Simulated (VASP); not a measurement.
Here is a VASP 6.6.1 calculation.

File INCAR:

```
SYSTEM = AlN
ALGO = Normal
EDIFF = 1E-6
ENCUT = 520
GGA = PE
ISIF = 2
ISMEAR = 0
LASPH = .True.
LCHARG = .False.
LREAL = .False.
LWAVE = .False.
NBANDS = 26
NELM = 80
PREC = Accurate
SIGMA = 0.1
```

The input KPOINTS:

```
k-points
0
Gamma
  4 6 4
  0 0 0
```

Contents of POSCAR:

```
AlN
1.0
    5.7778375487      0.0000000000      0.0000000000
    0.0000000000      3.2024061547      0.0000000000
    0.0000000000      0.0000000000      5.2303917883
Al N
4 4
Direct
    0.8360691112      0.7500000000      0.4051494206
    0.6639308888      0.2500000000      0.9051494206
    0.3360691112      0.7500000000      0.0948505794
    0.1639308888      0.2500000000      0.5948505794
    0.8226118430      0.2500000000      0.5991012726
    0.6773881570      0.7500000000      0.0991012726
    0.3226118430      0.2500000000      0.9008987274
    0.1773881570      0.7500000000      0.4008987274
```

Potentials or basis: VASP PAW PBE potentials, release 64 (Al, N).

Run with:

```sh
$ cat potpaw_PBE.64/Al/POTCAR potpaw_PBE.64/N/POTCAR > POTCAR
$ mpirun -np 1 vasp_std > vasp.out
```

(1) Predict the pressure.

(2) Estimate the band gap on the k mesh.

## Answers

(1) -0.2 GPa.

(2) 3.47 eV, direct.
